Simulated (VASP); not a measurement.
# SnO (C2/m) in VASP: electric field gradients with PBE

Aim: the electric field gradients of SnO with PBE.

Everything below comes from runs of VASP 6.6.1. Logs are shortened: lines on timing, memory, paths and dates and some standing lists are left out, and cuts for length are marked.

### Step 1. The cell of the first run

It takes space group C2/m (No. 12, monoclinic). The conventional cell has a = 5.297 Å, b = 5.457 Å, c = 4.837 Å, α = 90.00°, β = 92.45°, γ = 90.00°. Sn (site symmetry m) has 4 O at 2.19 to 2.25 Å within 2.9 Å. Within 2.9 Å of O (site symmetry 2) lie 4 Sn at 2.19 to 2.25 Å and 4 O at 2.65 to 2.73 Å.

### Step 2. Electric field gradients, PBE (equal xy, yz and zx shear strains of -3 %)

INCAR

```
PREC = Accurate
ENCUT = 520
EDIFF = 1E-8
ISMEAR = -1
SIGMA = 0.01
LREAL = F
LASPH = T
NELM = 80
ALGO = Normal
ISIF = 2
LWAVE = F
LCHARG = F
GGA = PE
LEFG = T
NBANDS = 28
```

KPOINTS

```
regular mesh
0
Gamma
  8 8 6
```

POSCAR

```
SnO
1.0
    3.8020000000     -0.0570300000     -0.0570300000
   -0.0570300000      3.8020000000     -0.0570300000
   -0.0725400000     -0.0725400000      4.8360000000
Sn O
2 2
Direct
    0.0000000000      0.5000000000      0.2385000000
    0.5000000000      0.0000000000      0.7615000000
    0.0000000000      0.0000000000      0.0000000000
    0.5000000000      0.5000000000      0.0000000000
```

Potentials or basis: VASP PAW PBE potentials, release 64 (Sn_d, O).

Run with:

```
$ cat potpaw_PBE.64/Sn_d/POTCAR potpaw_PBE.64/O/POTCAR > POTCAR
$ mpirun -np 1 vasp_std > vasp.out
```

OUTCAR:

```text
PREC = Accurate
   ENCUT = 520
   EDIFF = 1E-8
   ISMEAR = -1
   LREAL = F
   LASPH = T
   NELM = 80
   ISIF = 2
   GGA = PE

 ion  position               nearest neighbor table
   1  0.000  0.500  0.239-   3 2.19   4 2.19   3 2.25   4 2.25   2 3.44   2 3.57   2 3.57   2 3.58
                             2 3.59   2 3.72   2 3.72   2 3.74
   2  0.500  0.000  0.761-   3 2.19   4 2.19   4 2.25   3 2.25   1 3.44   1 3.57   1 3.57   1 3.58
                             1 3.59   1 3.72   1 3.72   1 3.74
   3  0.000  0.000  0.000-   1 2.19   2 2.19   1 2.25   2 2.25
   4  0.500  0.500  0.000-   1 2.19   2 2.19   2 2.25   1 2.25

  LATTYP: Found a base centered monoclinic cell.
 ALAT       =     5.2974154345
 B/A-ratio  =     1.0302179678
 C/A-ratio  =     1.3250374009
 COS(beta)  =    -0.7252498369

  Lattice vectors:

 A1 = (  -3.8020000000,   0.0570300000,   0.0570300000)
 A2 = (   0.0570300000,  -3.8020000000,   0.0570300000)
 A3 = (   3.6724300000,   3.6724300000,   4.7219400000)

Analysis of symmetry for initial positions (statically):
=====================================================================
 Subroutine PRICEL returns:
 Original cell was already a primitive cell.

 Routine SETGRP: Setting up the symmetry group for a
 base centered monoclinic supercell.

 Subroutine GETGRP returns: Found  4 space group operations
 (whereof  2 operations were pure point group operations)
 out of a pool of  4 trial point group operations.

The static configuration has the point symmetry C_2 .
 The point group associated with its full space group is C_2h.

Analysis of symmetry for dynamics (positions and initial velocities):
=====================================================================
 Subroutine PRICEL returns:
 Original cell was already a primitive cell.

 Routine SETGRP: Setting up the symmetry group for a
 base centered monoclinic supercell.

 Subroutine GETGRP returns: Found  4 space group operations
 (whereof  2 operations were pure point group operations)
 out of a pool of  4 trial point group operations.

The dynamic configuration has the point symmetry C_2 .
[... 145 lines left out ...]
  ext. energy  EPLUGINS =         0.00000000
  ---------------------------------------------------
  free energy    TOTEN  =       -22.62866466 eV

  energy without entropy =      -22.62853579  energy(sigma->0) =      -22.62860022

 E-fermi :   7.2558     XC(G=0): -10.2710

 val. band max:        7.2525374529   @ k =   0.0000   0.0000   0.0000
 cond. band min:       7.3297138251   @ k =   0.5000   0.5000   0.0000
 fundamental gap:      0.0771763722
 Fermi energy:         7.2558413341

 k-point     1 :       0.0000    0.0000    0.0000
  band No.  band energies     occupation
      1     -14.8248      2.00000
      2     -14.4001      2.00000
      3     -14.3803      2.00000
      4     -14.3642      2.00000
      5     -14.3356      2.00000
      6     -14.3282      2.00000
[... 733 lines left out ...]
     27      14.8179      0.00000
     28      17.5553      0.00000

 [... further k-points ...]

------------------------ aborting loop because EDIFF is reached ----------------------------------------

  FORCE on cell =-STRESS in cart. coord.  units (eV):
  Direction    XX          YY          ZZ          XY          YZ          ZX
  --------------------------------------------------------------------------------------
  -------------------------------------------------------------------------------------
  Total        2.2295998      2.2295998      1.6888666      1.1081429      0.7588543      0.7588519
  in kB       51.1355764     51.1355764     38.7339325     25.4151102     17.4042221     17.4041672
  external PRESSURE =      47.0016951 kB  Pullay stress =       0.0000000 kB

 VOLUME and BASIS-vectors are now :
 -----------------------------------------------------------------------------
  energy-cutoff  :      520.00
  volume of cell :       69.86
      direct lattice vectors                 reciprocal lattice vectors
     3.802000000 -0.057030000 -0.057030000     0.263139680  0.004007203  0.004007203
    -0.057030000  3.802000000 -0.057030000     0.004007203  0.263139680  0.004007203
    -0.072540000 -0.072540000  4.836000000     0.003150411  0.003150411  0.206876977

 POSITION                                       TOTAL-FORCE (eV/Angst)
 -----------------------------------------------------------------------------------
     -0.04582      1.88370      1.12487         0.194146      0.194146      0.472699
      1.84576     -0.08375      3.65410        -0.194146     -0.194146     -0.472699
      0.00000      0.00000      0.00000         0.129059     -0.129059     -0.000000
      1.87248      1.87248     -0.05703        -0.129059      0.129059     -0.000000
 -----------------------------------------------------------------------------------
    total drift:                                0.000000      0.000000      0.000000

  FREE ENERGIE OF THE ION-ELECTRON SYSTEM (eV)
  ---------------------------------------------------
  free  energy   TOTEN  =       -22.6286646587 eV

  energy  without entropy=      -22.6285357910  energy(sigma->0) =      -22.62860022

 Electric field gradients (V/A^2)
---------------------------------------------------------------------
 ion       V_xx      V_yy      V_zz      V_xy      V_xz      V_yz
---------------------------------------------------------------------
   1      82.352    82.352  -164.704     4.131   -27.062   -27.062
   2      82.352    82.352  -164.704     4.131   -27.062   -27.062
   3      -1.046    -1.046     2.092    -9.543     0.749     0.749
   4      -1.046    -1.046     2.092    -9.543     0.749     0.749
---------------------------------------------------------------------

 Electric field gradients after diagonalization (V/A^2)
 (convention: |V_zz| > |V_xx| > |V_yy|)
----------------------------------------------------------------------
 ion       V_xx      V_yy      V_zz     asymmetry (V_yy - V_xx)/ V_zz
----------------------------------------------------------------------
   1      92.185    78.221  -170.406       0.082
   2      92.185    78.221  -170.406       0.082
   3       8.497     2.180   -10.677       0.592
   4       8.497     2.180   -10.677       0.592
----------------------------------------------------------------------

           NMR quadrupolar parameters

 Cq : quadrupolar parameter    Cq=e*Q*V_zz/h
 eta: asymmetry parameters     (V_yy - V_xx)/ V_zz
 Q  : nuclear electric quadrupole moment in mb (millibarn)
----------------------------------------------------------------------
 ion       Cq(MHz)       eta       Q (mb)
----------------------------------------------------------------------
   1      -0.412       0.082       1.000
   2      -0.412       0.082       1.000
   3      -0.026       0.592       1.000
   4      -0.026       0.592       1.000
----------------------------------------------------------------------
```

OSZICAR:

```text
N       E                     dE             d eps       ncg     rms          rms(c)
DAV:   1     0.417073391267E+03    0.41707E+03   -0.19993E+04  6624   0.219E+03
DAV:   2     0.363449257374E+02   -0.38073E+03   -0.36517E+03  6652   0.545E+02
DAV:   3    -0.234297643964E+02   -0.59775E+02   -0.58606E+02  7216   0.180E+02
[... 10 lines left out ...]
DAV:  14    -0.226286644692E+02    0.16119E-06   -0.49551E-06  6780   0.127E-02    0.288E-03
DAV:  15    -0.226286645297E+02   -0.60547E-07   -0.48953E-07  9652   0.576E-03    0.212E-03
DAV:  16    -0.226286646325E+02   -0.10283E-06   -0.12209E-07  8000   0.310E-03    0.398E-04
DAV:  17    -0.226286646751E+02   -0.42582E-07   -0.14944E-08  5288   0.735E-04    0.230E-04
DAV:  18    -0.226286646554E+02    0.19749E-07   -0.19548E-09  3260   0.330E-04    0.469E-05
DAV:  19    -0.226286646587E+02   -0.33624E-08   -0.42804E-10  3232   0.171E-04
   1 F= -.22628665E+02 E0= -.22628600E+02  d E =-.128868E-03
```

Wall time 5.2 min (1 thread of AMD EPYC 7R43 (Zen 3), shared host); peak memory 0.26 GiB.

Results:

- Free energy: -22.6287 eV
- Pressure: 4.7 GPa
- Largest force: 0.547 eV/Å
- Band gap on the k mesh: zero (bands 20 and 21 overlap by 0.01 eV)
- Largest electric field gradient by atom: Sn -170.4; O -10.7 V/Å²

Forces in eV/Å, atoms in the order of the input:
```
Sn   0.194  0.194  0.473
Sn  -0.194 -0.194 -0.473
O    0.129 -0.129  0.000
O   -0.129  0.129  0.000
```

Stress tensor (GPa, compression positive):
```
5.11 2.54 1.74
2.54 5.11 1.74
1.74 1.74 3.87
```

Electric field gradients, principal values (V/Å²):
```csv
atom,least,middle,greatest (by size)
1 Sn,78.221,92.185,-170.406
2 Sn,78.221,92.185,-170.406
3 O,2.180,8.497,-10.677
4 O,2.180,8.497,-10.677
```

Caveat: the cell differs from its parent crystal (equal xy, yz and zx shear strains of -3 %); the cell stands under pressure; semilocal functionals underestimate gaps, and a narrow one can read as zero; without QUAD_EFG the Cq values of the log hold for a quadrupole moment of 1 mb, not for the nuclei; spin-orbit coupling is left out, which moves the levels of the heavy elements.

The gap in the log of VASP goes by the Fermi energy; the results here count the filled bands.